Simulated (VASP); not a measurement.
# C (P3_121) in VASP: single point with PBE

Aim: the single point of C with PBE.

Everything below comes from runs of VASP 6.6.1. Logs are shortened: lines on timing, memory, paths and dates and some standing lists are left out, and cuts for length are marked.

## Step 1: The cell of the first run

It takes space group P3_121 (No. 152, trigonal). Conventional cell: a = 3.239 Å, b = 3.239 Å, c = 3.675 Å, α = 90.00°, β = 90.00°, γ = 120.00°. Within 2.3 Å of C (site symmetry 2) lie 2 C at 1.76 Å.

## Step 2: Single point, PBE

The input, INCAR:

```
PREC = Accurate ; ENCUT = 600
EDIFF = 1E-6 ; ISMEAR = 0
SIGMA = 0.1 ; LREAL = F
LASPH = T ; NELM = 120
ALGO = Normal ; ISIF = 2
LWAVE = F ; LCHARG = T
GGA = PE ; LELF = T
LVHAR = T ; NBANDS = 13
GGA_COMPAT = F
```

The input, KPOINTS:

```
Automatic mesh
0
Gamma
  6 6 6
```

The input, POSCAR:

```
C
1.0
    3.2387990700      0.0000000000      0.0000000000
   -1.6193995351      2.8048822724      0.0000000000
    0.0000000000      0.0000000000      3.6745259633
C
3
Direct
    0.2254000000      0.0000000000      0.3333333333
    0.0000000000      0.2254000000      0.6666666667
    0.7746000000      0.7746000000      0.0000000000
```

Potentials or basis: VASP PAW PBE potentials, release 64 (C).

On the command line:

```
$ cat potpaw_PBE.64/C/POTCAR > POTCAR
$ mpirun -np 1 vasp_std > vasp.out
```

OUTCAR:

```text
PREC = Accurate
   ENCUT = 600
   EDIFF = 1E-6
   ISMEAR = 0
   LREAL = F
   LASPH = T
   NELM = 120
   ISIF = 2
   GGA = PE

 ion  position               nearest neighbor table
   1  0.225  0.000  0.333-   3 1.76   2 1.76
   2  0.000  0.225  0.667-   3 1.76   1 1.76
   3  0.775  0.775  0.000-   1 1.76   2 1.76

  LATTYP: Found a hexagonal cell.
 ALAT       =     3.2387990700
 C/A-ratio  =     1.1345334749

  Lattice vectors:

 A1 = (   3.2387990700,   0.0000000000,   0.0000000000)
 A2 = (  -1.6193995351,   2.8048822724,   0.0000000000)
 A3 = (   0.0000000000,   0.0000000000,   3.6745259633)

Analysis of symmetry for initial positions (statically):
=====================================================================
 Subroutine PRICEL returns:
 Original cell was already a primitive cell.

 Routine SETGRP: Setting up the symmetry group for a
 hexagonal supercell.

 Subroutine GETGRP returns: Found  6 space group operations
 (whereof  2 operations were pure point group operations)
 out of a pool of 24 trial point group operations.

The static configuration has the point symmetry C_2 .
 The point group associated with its full space group is D_3 .

Analysis of symmetry for dynamics (positions and initial velocities):
=====================================================================
 Subroutine PRICEL returns:
 Original cell was already a primitive cell.

 Routine SETGRP: Setting up the symmetry group for a
 hexagonal supercell.

 Subroutine GETGRP returns: Found  6 space group operations
 (whereof  2 operations were pure point group operations)
 out of a pool of 24 trial point group operations.

The dynamic configuration has the point symmetry C_2 .
 The point group associated with its full space group is D_3 .

 Subroutine INISYM returns: Found  6 space group operations
 (whereof  2 operations are pure point group operations),
 and found     1 'primitive' translations

----------------------------------------------------------------------------------------

                                     Primitive cell

  volume of cell :      33.3810

  direct lattice vectors                    reciprocal lattice vectors
     3.238799070  0.000000000  0.000000000     0.308756418  0.178260601  0.000000000
    -1.619399535  2.804882272  0.000000000     0.000000000  0.356521202  0.000000000
     0.000000000  0.000000000  3.674525963     0.000000000  0.000000000  0.272143947

  length of vectors
     3.238799070  3.238799070  3.674525963     0.356521202  0.356521202  0.272143947

  position of ions in fractional coordinates (direct lattice)
     0.225400000  0.000000000  0.333333333
     1.000000000  0.225400000  0.666666667
     0.774600000  0.774600000  0.000000000

  ion indices of the primitive-cell ions
   primitive index   ion index
                 1           1
                 2           2
                 3           3

----------------------------------------------------------------------------------------

 KPOINTS: Automatic mesh

Automatic generation of k-mesh.
 Grid dimensions read from file:
 generate k-points for:    6    6    6

 Generating k-lattice:

  Cartesian coordinates                     Fractional coordinates (reciprocal lattice)
     0.051459403  0.029710100  0.000000000     0.166666667 -0.000000000  0.000000000
     0.000000000  0.059420200  0.000000000     0.000000000  0.166666667  0.000000000
     0.000000000  0.000000000  0.045357325     0.000000000  0.000000000  0.166666667

  Length of vectors
     0.059420200  0.059420200  0.045357325

  Shift w.r.t. Gamma in fractional coordinates (k-lattice)
     0.000000000  0.000000000  0.000000000

 Subroutine IBZKPT returns following result:
 ===========================================

 Found     34 irreducible k-points:

 Following reciprocal coordinates:
            Coordinates               Weight
  0.000000  0.000000  0.000000      1.000000
  0.166667  0.000000  0.000000      6.000000
  0.333333  0.000000  0.000000      6.000000
  0.500000  0.000000  0.000000      3.000000
  0.166667  0.166667  0.000000      6.000000
  0.333333  0.166667  0.000000     12.000000
[... 16 lines left out ...]
  0.500000  0.000000  0.333333      6.000000
  0.166667  0.166667  0.333333     12.000000
 [... further k-points ...]
   k-points           NKPTS =     34   k-points in BZ     NKDIM =     34   number of bands    NBANDS=     13
   number of dos      NEDOS =    301   number of ions     NIONS =      3
   total plane-waves  NPLWV =  23520
   dimension x,y,z NGX =    28 NGY =   28 NGZ =   30
   dimension x,y,z NGXF=    56 NGYF=   56 NGZF=   60
   ions per type =               3
   NGX,Y,Z   is equivalent  to a cutoff of  14.37, 14.37, 13.57 a.u.
   NGXF,Y,Z  is equivalent  to a cutoff of  28.74, 28.74, 27.15 a.u.
 SYSTEM =  unknown system
   PREC   = accura    normal or accurate (medium, high low for compatibility)
   ISTART =      0    job   : 0-new  1-cont  2-samecut
   ICHARG =      2    charge: 1-file 2-atom 10-const
   ISPIN  =      1    spin polarized calculation?
   LNONCOLLINEAR =      F non collinear calculations
   LSORBIT =      F    spin-orbit coupling
   LASPH  =      T    aspherical Exc in radial PAW
   ENCUT  =  600.0 eV  44.10 Ry    6.64 a.u.   6.47  6.47  7.34*2*pi/ulx,y,z
   NELM   =    120;   NELMIN=  2; NELMDL= -5     # of ELM steps
   EDIFF  = 0.1E-05   stopping-criterion for ELM
   LREAL  =      F    real-space projection
   EDIFFG = 0.1E-04   stopping-criterion for IOM
   NSW    =      0    number of steps for IOM
   IBRION =     -1    ionic relax: 0-MD 1-quasi-New 2-CG
   NFREE  =      0    steps in history (QN), initial steepest desc. (CG)
   ISIF   =      2    stress and relaxation
   ISYM   =      2    0-nonsym 1-usesym 2-fastsym
   POTIM  = 0.5000    time-step for ionic-motion
   TEBEG  =    0.0;   TEEND  =   0.0 temperature during run
   PSTRESS=    0.0 pullay stress
   NELECT =      12.0000    total number of electrons
   NUPDOWN=      -1.0000    fix difference up-down
   EMIN   =  10.00;   EMAX   =-10.00  energy-range for DOS
   EFERMI =   0.00;   METHOD = LEGACY
   ISMEAR =     0;   SIGMA  =   0.10  broadening in eV -4-tet -1-fermi 0-gaus
   EFERMI_NEDOS =   21; number of points for ismear=-14 and -15
   IALGO  =     38    algorithm
   IMIX   =      4    mixing-type and parameters
     AMIX     =   0.40;   BMIX     =  1.00
     AMIX_MAG =   1.60;   BMIX_MAG =  1.00
  volume/ion in A,a.u.               =      11.13        75.09
  Fermi-wavevector in a.u.,A,eV,Ry     =   1.164042  2.199720 18.435805  1.354993
  Thomas-Fermi vector in A             =   2.300585
   LORBIT       =      0    0 simple, 1 ext, 2 COOP (PROOUT), +10 PAW based schemes
   GGA     = PE    functional components
   LHFCALC =     F    Hartree Fock is set to
   AEXX    =    0.0000 exact exchange contribution
   IVDW    =     0    specifies the selected vdW correction
   LEPSILON=     F    determine dielectric tensor
   LRPA    =     F    only Hartree local field effects (RPA)
 non-spin polarized calculation
 Gauss-broadening in eV      SIGMA  =   0.10
  energy-cutoff  :      600.00
  volume of cell :       33.38
 maximum number of plane-waves:      1128
 NGX is ok and might be reduce to    28
   NGX = 13   NGY = 13   NGZ = 15

 number of electron      12.0000000 magnetization

 Free energy of the ion-electron system (eV)
  ---------------------------------------------------
  ext. energy  EPLUGINS =         0.00000000
  ---------------------------------------------------
  free energy    TOTEN  =       -17.23120392 eV

  energy without entropy =      -17.22680491  energy(sigma->0) =      -17.22900442

 E-fermi :   2.5359     XC(G=0): -10.3288

 val. band max:        2.3695779674   @ k =   0.0000   0.0000   0.1667
 cond. band min:       2.5408698612   @ k =   0.5000   0.0000   0.0000
 fundamental gap:      0.1712918937
 Fermi energy:         2.5359176164

 k-point     1 :       0.0000    0.0000    0.0000
  band No.  band energies     occupation
      1     -12.5527      2.00000
      2      -4.7761      2.00000
      3      -4.7761      2.00000
      4       0.5764      2.00000
      5       2.5902      0.44294
      6       2.5902      0.44294
      7       2.8820      0.00000
      8       2.8820      0.00000
      9       5.2116      0.00000
     10       9.4338      0.00000
     11      10.1851      0.00000
     12      10.1851      0.00000
     13      16.3981      0.00000

 k-point     2 :       0.1667    0.0000    0.0000
  band No.  band energies     occupation
      1     -12.2332      2.00000
      2      -4.8888      2.00000
      3      -4.5987      2.00000
      4      -0.6388      2.00000
      5       1.5516      2.00000
      6       1.5726      2.00000
      7       3.7563      0.00000
      8       4.1021      0.00000
      9       5.0002      0.00000
     10       9.7219      0.00000
     11      10.0757      0.00000
     12      10.2465      0.00000
     13      15.7589      0.00000

 k-point     3 :       0.3333    0.0000    0.0000
  band No.  band energies     occupation
      1     -11.4136      2.00000
      2      -5.7169      2.00000
      3      -4.2063      2.00000
      4      -1.5767      2.00000
      5       0.5840      2.00000
      6       0.8972      2.00000
      7       3.4235      0.00000
      8       4.2135      0.00000
      9       4.9171      0.00000
     10       9.9695      0.00000
     11      10.0409      0.00000
     12      11.2187      0.00000
     13      14.5762      0.00000
[... 305 lines left out ...]
 k-point    23 :       0.5000    0.0000    0.3333
  band No.  band energies     occupation
      1      -9.9492      2.00000
      2      -7.6422      2.00000
      3      -4.4987      2.00000
      4      -1.9600      2.00000
      5      -0.1718      2.00000
      6       1.0340      2.00000
      7       3.3896      0.00000
      8       3.9408      0.00000
      9       6.3039      0.00000
     10       9.7390      0.00000
     11      10.5815      0.00000
     12      11.0687      0.00000
     13      15.2199      0.00000

 k-point    24 :       0.1667    0.1667    0.3333
  band No.  band energies     occupation
      1     -10.7346      2.00000
      2      -8.1383      2.00000
      3      -2.9237      2.00000
      4      -0.8650      2.00000
      5      -0.0599      2.00000
      6       1.4572      2.00000
      7       3.3404      0.00000
      8       4.4376      0.00000
      9       5.7958      0.00000
     10       9.5696      0.00000
     11      10.1200      0.00000
     12      10.5589      0.00000
     13      15.6218      0.00000

 [... further k-points ...]

------------------------ aborting loop because EDIFF is reached ----------------------------------------

  FORCE on cell =-STRESS in cart. coord.  units (eV):
  Direction    XX          YY          ZZ          XY          YZ          ZX
  --------------------------------------------------------------------------------------
  -------------------------------------------------------------------------------------
  Total       -6.7860662     -6.7860662    -14.0097082      0.0000000      0.0000000      0.0000000
  in kB     -325.7082152   -325.7082152   -672.4185860      0.0000000      0.0000000      0.0000000
  external PRESSURE =    -441.2783388 kB  Pullay stress =       0.0000000 kB

 VOLUME and BASIS-vectors are now :
 -----------------------------------------------------------------------------
  energy-cutoff  :      600.00
  volume of cell :       33.38
      direct lattice vectors                 reciprocal lattice vectors
     3.238799070  0.000000000  0.000000000     0.308756418  0.178260601  0.000000000
    -1.619399535  2.804882272  0.000000000     0.000000000  0.356521202  0.000000000
     0.000000000  0.000000000  3.674525963     0.000000000  0.000000000  0.272143947

 POSITION                                       TOTAL-FORCE (eV/Angst)
 -----------------------------------------------------------------------------------
      0.73003      0.00000      1.22484        -3.696629     -0.000000     -0.000000
     -0.36501      0.63222      2.44968         1.848315     -3.201375      0.000000
      1.25439      2.17266      0.00000         1.848315      3.201375      0.000000
 -----------------------------------------------------------------------------------
    total drift:                                0.000000      0.000000      0.000000

  FREE ENERGIE OF THE ION-ELECTRON SYSTEM (eV)
  ---------------------------------------------------
  free  energy   TOTEN  =       -17.2312039218 eV

  energy  without entropy=      -17.2268049121  energy(sigma->0) =      -17.22900442
```

It took 15 s on 1 thread of Intel Xeon Platinum 8375C at 2.90GHz (Ice Lake), shared host; peak memory 0.15 GiB.

What came out:

| Item | Value |
| --- | --- |
| Free energy | -17.2312 eV |
| Pressure | -44.1 GPa |
| Largest force | 3.697 eV/Å |
| Band gap on the k mesh | zero (band 6 reaches 3.05 eV, above the bottom of band 7 at 2.54 eV) |

Forces on the atoms (eV/Å):
```
C   -3.697  0.000  0.000
C    1.848 -3.201  0.000
C    1.848  3.201  0.000
```

Stress tensor (GPa, compression positive):
```
-32.57   0.00   0.00
  0.00 -32.57   0.00
  0.00   0.00 -67.24
```

Caveat: the k points lie up to 0.37 Å⁻¹ apart; forces of over 1 eV/Å act on the atoms, so gaps and moduli don't describe the material at rest.
